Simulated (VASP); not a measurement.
Wanted: the native input for a VASP 6.6.1 run.

| Property | Result |
| --- | --- |
| Task | single point |
| Functional | PBE |
| Potentials or basis | VASP PAW PBE potentials, release 64 (Ga_d, N) |
| Cutoff | 520 eV |
| k mesh | 8 × 6 × 6 |
| Occupations | gaussian, width 0.05 eV |
| Spin | no spin polarisation |
| Dipole correction | no |
| Further INCAR settings | ALGO = Normal; EDIFF = 1e-06; NBANDS = 46 |

The structure of GaN lies in POSCAR:

```
GaN
1.0
   -3.2185392732      0.0000000000      0.0000000000
    0.0000000000      0.0000000000     -5.2433778863
    0.0000000001     -5.5746735474      0.0000000000
Ga N
4 4
Direct
    0.5000000000      0.0041395733      0.1747067379
    0.0000000000     -0.0024128547      0.6586265955
    0.0000000000      0.4975871453      0.3413734045
    0.5000000000      0.5041395733      0.8252932621
    0.5000000000      0.6227148033      0.1680258010
    0.0000000000      0.6255584781      0.6653075324
    0.0000000000      0.1255584781      0.3346924676
    0.5000000000      0.1227148033      0.8319741990
```

This cell differs from its parent crystal: mode 11 frozen in at -0.048 Å and mode 13 at +0.000 Å (largest displacements).

One way to write it, as run:

INCAR

```
SYSTEM = GaN
  ALGO = Normal
  EDIFF = 1E-6
  ENCUT = 520
  GGA = PE
  ISIF = 2
  ISMEAR = 0
  LASPH = .TRUE.
  LCHARG = .FALSE.
  LREAL = .FALSE.
  LWAVE = .FALSE.
  NBANDS = 46
  NELM = 100
  PREC = Accurate
  SIGMA = 0.05
```

KPOINTS

```
k-points
0
G
  8 6 6
  0 0 0
```

Potentials or basis: VASP PAW PBE potentials, release 64 (Ga_d, N).

Command:

```console
$ cat potpaw_PBE.64/Ga_d/POTCAR potpaw_PBE.64/N/POTCAR > POTCAR
$ mpirun -np 1 vasp_std > vasp.out
```

It gave:

```yaml
Pressure: 0.4 GPa
Largest_force: 1.138 eV/Å
Band_gap_on_the_k_mesh: 1.67 eV
```

Caveat: the cell differs from its parent crystal (mode 11 frozen in at -0.048 Å and mode 13 at +0.000 Å (largest displacements)); forces of over 1 eV/Å act on the atoms, so gaps and moduli don't describe the material at rest.

It took 3.1 min on 1 thread of AMD EPYC 9R45 96-Core Processor (Zen 5), on a shared host, peak memory 0.33 GiB.
